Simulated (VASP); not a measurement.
# SBr3 (I4/mmm) in VASP: further runs

SBr3 is run at these levels: r2SCAN; tasks: single point.

Everything below comes from runs of VASP 6.6.1. Logs are shortened: lines on timing, memory, paths and dates and some standing lists are left out, and cuts for length are marked.

**1. The cell of the first run**

Symmetry: I4/mmm, No. 139, tetragonal system. The conventional cell has a = 3.829 Å, b = 3.829 Å, c = 13.579 Å, α = 90.00°, β = 90.00°, γ = 90.00°. Within 3.6 Å of Br (site symmetry 4/mmm) lie 4 S at 2.71 Å. Br (site symmetry -4m2) has 4 Br at 2.71 Å within 3.6 Å. S (site symmetry 4/mmm) has 4 Br at 2.71 Å within 3.6 Å.

**2. Single point, r2SCAN**

Input file POSCAR:

```
SBr3
1.0
   -1.9144147216      1.9144147216      6.7893533578
    1.9144147216     -1.9144147216      6.7893533578
    1.9144147216      1.9144147216     -6.7893533578
Br S
3 1
Direct
    0.5000000000      0.5000000000      0.0000000000
    0.2500000000      0.7500000000      0.5000000000
    0.7500000000      0.2500000000      0.5000000000
    0.0000000000      0.0000000000      0.0000000000
```

Input file INCAR.step1:

```
SYSTEM = SBr3
PREC = Accurate
ENCUT = 520
ISMEAR = -1
SIGMA = 0.05
LREAL = .FALSE.
LASPH = .TRUE.
NELM = 60
NBANDS = 22
GGA = PE
ALGO = Normal
EDIFF = 1E-4
LWAVE = .TRUE.
LCHARG = .FALSE.
```

Input file INCAR.step2:

```
SYSTEM = SBr3
PREC = Accurate
ENCUT = 520
EDIFF = 1E-7
ISMEAR = -1
SIGMA = 0.05
LREAL = .FALSE.
LASPH = .TRUE.
NELM = 60
ALGO = Normal
ISIF = 2
LWAVE = .FALSE.
LCHARG = .FALSE.
METAGGA = R2SCAN
LMIXTAU = .TRUE.
NBANDS = 22
ISTART = 1
```

Input file KPOINTS:

```
regular mesh
0
G
  10 10 10
  0 0 0
```

Potentials or basis: VASP PAW PBE potentials, release 64 (Br, S).

Started as:

```
cat potpaw_PBE.64/Br/POTCAR potpaw_PBE.64/S/POTCAR > POTCAR
cp INCAR.step1 INCAR
mpirun -np 1 vasp_std > vasp.out
cp INCAR.step2 INCAR
mpirun -np 1 vasp_std > vasp.out
```

OUTCAR:

```text
SYSTEM = SBr3
   PREC = Accurate
   ENCUT = 520
   EDIFF = 1E-7
   ISMEAR = -1
   LREAL = .FALSE.
   LASPH = .TRUE.
   NELM = 60
   ISIF = 2
   METAGGA = R2SCAN
   ISTART = 1

 ion  position               nearest neighbor table
   1  0.500  0.500  0.000-   4 2.71   4 2.71   4 2.71   4 2.71
   2  0.250  0.750  0.500-   3 2.71   3 2.71   3 2.71   3 2.71
   3  0.750  0.250  0.500-   2 2.71   2 2.71   2 2.71   2 2.71
   4  0.000  0.000  0.000-   1 2.71   1 2.71   1 2.71   1 2.71

  LATTYP: Found a body centered tetragonal cell.
 ALAT       =     3.8288294432
 C/A-ratio  =     3.5464381261

  Lattice vectors:

 A1 = (  -1.9144147216,   1.9144147216,   6.7893533578)
 A2 = (   1.9144147216,  -1.9144147216,   6.7893533578)
 A3 = (   1.9144147216,   1.9144147216,  -6.7893533578)

Analysis of symmetry for initial positions (statically):
=====================================================================
 Subroutine PRICEL returns:
 Original cell was already a primitive cell.

 Routine SETGRP: Setting up the symmetry group for a
 body centered tetragonal supercell.

 Subroutine GETGRP returns: Found 16 space group operations
 (whereof 16 operations were pure point group operations)
 out of a pool of 16 trial point group operations.

The static configuration has the point symmetry D_4h.

Analysis of symmetry for dynamics (positions and initial velocities):
=====================================================================
 Subroutine PRICEL returns:
 Original cell was already a primitive cell.

 Routine SETGRP: Setting up the symmetry group for a
 body centered tetragonal supercell.

 Subroutine GETGRP returns: Found 16 space group operations
 (whereof 16 operations were pure point group operations)
 out of a pool of 16 trial point group operations.

The dynamic configuration has the point symmetry D_4h.

 Subroutine INISYM returns: Found 16 space group operations
 (whereof 16 operations are pure point group operations),
 and found     1 'primitive' translations

----------------------------------------------------------------------------------------

                                     Primitive cell

  volume of cell :      99.5315

  direct lattice vectors                    reciprocal lattice vectors
    -1.914414722  1.914414722  6.789353358     0.000000000  0.261176429  0.073644716
     1.914414722 -1.914414722  6.789353358     0.261176429  0.000000000  0.073644716
     1.914414722  1.914414722 -6.789353358     0.261176429  0.261176429  0.000000000

  length of vectors
     7.309260323  7.309260323  7.309260323     0.271360777  0.271360777  0.369359248

  position of ions in fractional coordinates (direct lattice)
     0.500000000  0.500000000  0.000000000
     0.250000000  0.750000000  0.500000000
     0.750000000  0.250000000  0.500000000
     0.000000000  0.000000000  0.000000000

  ion indices of the primitive-cell ions
   primitive index   ion index
                 1           1
                 2           2
                 3           3
                 4           4

----------------------------------------------------------------------------------------

 KPOINTS: regular mesh

Automatic generation of k-mesh.
 Grid dimensions read from file:
 generate k-points for:   10   10   10

 Generating k-lattice:

  Cartesian coordinates                     Fractional coordinates (reciprocal lattice)
     0.000000000  0.026117643  0.007364472     0.100000000  0.000000000  0.000000000
     0.026117643  0.000000000  0.007364472     0.000000000  0.100000000  0.000000000
     0.026117643  0.026117643  0.000000000     0.000000000  0.000000000  0.100000000

  Length of vectors
     0.027136078  0.027136078  0.036935925

  Shift w.r.t. Gamma in fractional coordinates (k-lattice)
     0.000000000  0.000000000  0.000000000

 Subroutine IBZKPT returns following result:
 ===========================================

 Found    102 irreducible k-points:

 Following reciprocal coordinates:
            Coordinates               Weight
  0.000000  0.000000  0.000000      1.000000
  0.100000  0.000000 -0.000000      8.000000
  0.200000  0.000000 -0.000000      8.000000
  0.300000  0.000000  0.000000      8.000000
  0.400000 -0.000000  0.000000      8.000000
  0.500000  0.000000  0.000000      4.000000
[... 16 lines left out ...]
  0.300000  0.300000  0.000000      8.000000
  0.400000  0.300000  0.000000     16.000000
 [... further k-points ...]
   k-points           NKPTS =    102   k-points in BZ     NKDIM =    102   number of bands    NBANDS=     22
   number of dos      NEDOS =    301   number of ions     NIONS =      4
   total plane-waves  NPLWV = 157464
   dimension x,y,z NGX =    54 NGY =   54 NGZ =   54
   dimension x,y,z NGXF=   108 NGYF=  108 NGZF=  108
   ions per type =               3   1
   NGX,Y,Z   is equivalent  to a cutoff of  12.28, 12.28, 12.28 a.u.
   NGXF,Y,Z  is equivalent  to a cutoff of  24.56, 24.56, 24.56 a.u.
 SYSTEM =  SBr3
   PREC   = accura    normal or accurate (medium, high low for compatibility)
   ISTART =      1    job   : 0-new  1-cont  2-samecut
   ICHARG =      0    charge: 1-file 2-atom 10-const
   ISPIN  =      1    spin polarized calculation?
   LNONCOLLINEAR =      F non collinear calculations
   LSORBIT =      F    spin-orbit coupling
   LASPH  =      T    aspherical Exc in radial PAW
   ENCUT  =  520.0 eV  38.22 Ry    6.18 a.u.  13.59 13.59 13.59*2*pi/ulx,y,z
   NELM   =     60;   NELMIN=  2; NELMDL=  0     # of ELM steps
   EDIFF  = 0.1E-06   stopping-criterion for ELM
   LREAL  =      F    real-space projection
   EDIFFG = 0.1E-05   stopping-criterion for IOM
   NSW    =      0    number of steps for IOM
   IBRION =     -1    ionic relax: 0-MD 1-quasi-New 2-CG
   NFREE  =      0    steps in history (QN), initial steepest desc. (CG)
   ISIF   =      2    stress and relaxation
   ISYM   =      2    0-nonsym 1-usesym 2-fastsym
   POTIM  = 0.5000    time-step for ionic-motion
   TEBEG  =    0.0;   TEEND  =   0.0 temperature during run
   PSTRESS=    0.0 pullay stress
   NELECT =      27.0000    total number of electrons
   NUPDOWN=      -1.0000    fix difference up-down
   EMIN   =  10.00;   EMAX   =-10.00  energy-range for DOS
   EFERMI =   0.00;   METHOD = LEGACY
   ISMEAR =    -1;   SIGMA  =   0.05  broadening in eV -4-tet -1-fermi 0-gaus
   EFERMI_NEDOS =   21; number of points for ismear=-14 and -15
   IALGO  =     38    algorithm
   IMIX   =      4    mixing-type and parameters
     AMIX     =   0.40;   BMIX     =  1.00
     AMIX_MAG =   1.60;   BMIX_MAG =  1.00
  volume/ion in A,a.u.               =      24.88       167.92
  Fermi-wavevector in a.u.,A,eV,Ry     =   1.059764  2.002664 15.280707  1.123100
  Thomas-Fermi vector in A             =   2.195121
   LORBIT       =      0    0 simple, 1 ext, 2 COOP (PROOUT), +10 PAW based schemes
   METAGGA = R2SCAN    functional components
   LHFCALC =     F    Hartree Fock is set to
   AEXX    =    0.0000 exact exchange contribution
   IVDW    =     0    specifies the selected vdW correction
   LEPSILON=     F    determine dielectric tensor
   LRPA    =     F    only Hartree local field effects (RPA)
 non-spin polarized calculation
  energy-cutoff  :      520.00
  volume of cell :       99.53
 maximum number of plane-waves:      2702
   NGX = 27   NGY = 27   NGZ = 27

 number of electron      26.9999997 magnetization

 Free energy of the ion-electron system (eV)
  ---------------------------------------------------
  ext. energy  EPLUGINS =         0.00000000
  ---------------------------------------------------
  free energy    TOTEN  =       -45.76084560 eV

  energy without entropy =      -45.73475743  energy(sigma->0) =      -45.74780152

 E-fermi :   2.5296     XC(G=0):  -9.7352

 val. band max:        2.5272422807   @ k =  -0.2000  -0.2000   0.1000
 cond. band min:       2.5397910213   @ k =   0.1000   0.1000  -0.0000
 fundamental gap:      0.0125487405
 Fermi energy:         2.5296235293

 k-point     1 :       0.0000    0.0000    0.0000
  band No.  band energies     occupation
      1     -15.4587      2.00000
      2     -14.1473      2.00000
      3     -11.0234      2.00000
      4      -8.3833      2.00000
      5      -2.9884      2.00000
      6      -2.9884      2.00000
[... 14 lines left out ...]
     21      12.6596      0.00000
     22      12.6596      0.00000

 k-point     2 :       0.1000    0.0000   -0.0000
  band No.  band energies     occupation
      1     -15.3807      2.00000
      2     -14.0913      2.00000
      3     -11.1890      2.00000
      4      -8.5507      2.00000
      5      -2.8915      2.00000
      6      -2.8744      2.00000
[... 14 lines left out ...]
     21      12.5187      0.00000
     22      12.6558      0.00000

 k-point     3 :       0.2000    0.0000   -0.0000
  band No.  band energies     occupation
      1     -15.1495      2.00000
      2     -13.9329      2.00000
      3     -11.6382      2.00000
      4      -8.9807      2.00000
      5      -2.6019      2.00000
      6      -2.5859      2.00000
[... 14 lines left out ...]
     21      12.2510      0.00000
     22      12.5548      0.00000

 k-point     4 :       0.3000    0.0000    0.0000
  band No.  band energies     occupation
      1     -14.7730      2.00000
      2     -13.7067      2.00000
      3     -12.2644      2.00000
      4      -9.5111      2.00000
      5      -2.1345      2.00000
      6      -2.1239      2.00000
[... 14 lines left out ...]
     21      11.9781      0.00000
     22      12.8179      0.00000

 k-point     5 :       0.4000   -0.0000    0.0000
  band No.  band energies     occupation
      1     -14.2665      2.00000
      2     -13.4890      2.00000
      3     -12.9575      2.00000
      4      -9.9568      2.00000
      5      -1.5500      2.00000
      6      -1.4654      2.00000
[... 417 lines left out ...]
 k-point    22 :      -0.2000    0.2000    0.0000
  band No.  band energies     occupation
      1     -14.8651      2.00000
      2     -13.7387      2.00000
      3     -11.9987      2.00000
      4      -9.2566      2.00000
      5      -3.7569      2.00000
      6      -2.7607      2.00000
[... 14 lines left out ...]
     21      10.7953      0.00000
     22      13.3254      0.00000

 k-point    23 :       0.3000    0.3000    0.0000
  band No.  band energies     occupation
      1     -14.2072      2.00000
      2     -13.4016      2.00000
      3     -12.6522      2.00000
      4      -9.6281      2.00000
      5      -4.2915      2.00000
      6      -3.2838      2.00000
[... 14 lines left out ...]
     21      12.4298      0.00000
     22      12.7626      0.00000

 k-point    24 :       0.4000    0.3000    0.0000
  band No.  band energies     occupation
      1     -13.8211      2.00000
      2     -13.2643      2.00000
      3     -12.9849      2.00000
      4      -9.7153      2.00000
      5      -4.3368      2.00000
      6      -3.3643      2.00000
[... 14 lines left out ...]
     21      13.0916      0.00000
     22      13.9181      0.00000

 [... further k-points ...]

------------------------ aborting loop because EDIFF is reached ----------------------------------------

  FORCE on cell =-STRESS in cart. coord.  units (eV):
  Direction    XX          YY          ZZ          XY          YZ          ZX
  --------------------------------------------------------------------------------------
  -------------------------------------------------------------------------------------
  Total        1.1908744      1.1908744      1.2042869      0.0000000      0.0000000      0.0000000
  in kB       19.1697336     19.1697336     19.3856369      0.0000000      0.0000000      0.0000000
  external PRESSURE =      19.2417014 kB  Pullay stress =       0.0000000 kB

 VOLUME and BASIS-vectors are now :
 -----------------------------------------------------------------------------
  energy-cutoff  :      520.00
  volume of cell :       99.53
      direct lattice vectors                 reciprocal lattice vectors
    -1.914414722  1.914414722  6.789353358     0.000000000  0.261176429  0.073644716
     1.914414722 -1.914414722  6.789353358     0.261176429  0.000000000  0.073644716
     1.914414722  1.914414722 -6.789353358     0.261176429  0.261176429  0.000000000

 POSITION                                       TOTAL-FORCE (eV/Angst)
 -----------------------------------------------------------------------------------
      0.00000      0.00000      6.78935         0.000000      0.000000     -0.000000
      1.91441      0.00000      3.39468        -0.000000      0.000000      0.000000
      0.00000      1.91441      3.39468         0.000000     -0.000000      0.000000
      0.00000      0.00000      0.00000         0.000000      0.000000     -0.000000
 -----------------------------------------------------------------------------------
    total drift:                               -0.000000      0.000000      0.000000

  FREE ENERGIE OF THE ION-ELECTRON SYSTEM (eV)
  ---------------------------------------------------
  free  energy   TOTEN  =       -45.7608456039 eV

  energy  without entropy=      -45.7347574269  energy(sigma->0) =      -45.74780152
```

Run time: 23 min. Hardware: 1 thread of Intel Xeon 6975P-C (Granite Rapids), shared host; peak memory 0.52 GiB.

What came out:

```yaml
Free_energy: -45.7608 eV
Pressure: 1.9 GPa
Band_gap_on_the_k_mesh: zero (an odd number of electrons rules out a gap without spin polarisation)
```

Caveat: the PAW data sets were made with another functional, which shifts forces and pressure a little; an odd number of electrons without spin polarisation forces a metal; a magnetic or distorted state may lie lower.

**3. Single point, r2SCAN**

This run uses another cell than the first one, of 27.39 Å³/atom.

Input file POSCAR:

```
SBr3
1.0
   -1.9332904963      1.9332904963      7.3288222174
    1.9332904963     -1.9332904963      7.3288222174
    1.9332904963      1.9332904963     -7.3288222174
Br S
3 1
Direct
    0.5000000000      0.5000000000      0.0000000000
    0.2500000000      0.7500000000      0.5000000000
    0.7500000000      0.2500000000      0.5000000000
    0.0000000000      0.0000000000      0.0000000000
```

Input file INCAR.step1:

```
SYSTEM = SBr3
  PREC = Accurate
  ENCUT = 520
  ISMEAR = -1
  SIGMA = 0.05
  LREAL = .False.
  LASPH = .True.
  NELM = 60
  NBANDS = 22
  GGA = PE
  ALGO = Normal
  EDIFF = 1E-4
  LWAVE = .True.
  LCHARG = .False.
```

Input file INCAR.step2:

```
SYSTEM = SBr3
  PREC = Accurate
  ENCUT = 520
  EDIFF = 1E-7
  ISMEAR = -1
  SIGMA = 0.05
  LREAL = .False.
  LASPH = .True.
  NELM = 60
  ALGO = Normal
  ISIF = 2
  LWAVE = .False.
  LCHARG = .True.
  METAGGA = R2SCAN
  LMIXTAU = .True.
  LELF = .True.
  LVHAR = .True.
  NBANDS = 22
  ISTART = 1
```

Input file KPOINTS:

```
regular mesh
0
Gamma
  10 10 10
  0 0 0
```

Potentials or basis: VASP PAW PBE potentials, release 64 (Br, S).

Started as:

```
cat potpaw_PBE.64/Br/POTCAR potpaw_PBE.64/S/POTCAR > POTCAR
cp INCAR.step1 INCAR
mpirun -np 1 vasp_std > vasp.out
cp INCAR.step2 INCAR
mpirun -np 1 vasp_std > vasp.out
```

Wall time 25 min (1 thread of Intel Xeon 6975P-C (Granite Rapids), shared host); peak memory 0.65 GiB.

Results (log left out):

| Property | Result |
| --- | --- |
| Free energy | -45.8131 eV |
| Pressure | -0.1 GPa |
| Band gap on the k mesh | zero (an odd number of electrons rules out a gap without spin polarisation) |

Levels at points of the mesh, in eV from the Fermi level:
| k point | band 11 | band 12 | band 13 | band 14 | band 15 | band 16 |
| --- | --- | --- | --- | --- | --- | --- |
| (0.00, 0.00, 0.00) | -0.79 | 0.22 | 1.15 | 1.15 | 2.08 | 2.08 |
| (0.50, 0.00, 0.00) | -2.74 | -2.28 | -2.06 | -1.38 | -1.30 | -0.98 |
| (0.50, 0.50, 0.00) | -2.37 | -0.83 | 2.44 | 2.44 | 3.27 | 3.27 |
| (0.50, 0.50, 0.50) | -0.78 | 0.20 | 1.15 | 1.15 | 2.07 | 2.07 |

Caveat: the PAW data sets were made with another functional, which shifts forces and pressure a little; an odd number of electrons without spin polarisation forces a metal; a magnetic or distorted state may lie lower.

The gap in the log of VASP goes by the Fermi energy; the results here count the filled bands.